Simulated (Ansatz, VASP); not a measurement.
**InGa3N in VASP and in Ansatz**

```xyz
5
Lattice="4.3740 0.0000 0.0000 0.0000 4.3740 0.0000 0.0000 0.0000 4.3740" Properties=species:S:1:pos:R:3 pbc="T T T"
In    0.0000    0.0000    0.0000
Ga    2.1870    2.1870    0.0000
Ga    0.0000    2.1870    2.1870
Ga    2.1870    0.0000    2.1870
N     2.1870    2.1870    2.1870
```

Alike in both runs: task relaxation of cell and atoms; functional PBEsol; k mesh 8 × 8 × 8; occupations fermi-dirac, width 0.15 eV; no spin polarisation.

|  | VASP | Ansatz |
| --- | --- | --- |
| version | VASP 6.6.1 | Ansatz 0.2.0 |
| potentials or method | VASP PAW PBE potentials, release 64 (In_d, Ga_d, N), cutoff 600 eV | scalar-relativistic, plane waves, PAW |
| valence electrons in the cell | 57 | 57 |

```csv
,VASP,Ansatz,Ansatz less VASP
"gap on the k mesh at the Fermi level, each at its own relaxed structure (eV)",none,none,-
relaxed volume (Å³/atom),16.73,16.73,-0.005
relaxed cell length with the largest relative difference (Å),4.374,4.373,-0.0004
```

VASP's potentials were made for PBE, not for PBEsol. A gap of «none» marks a metal or a gap that the smearing closes.
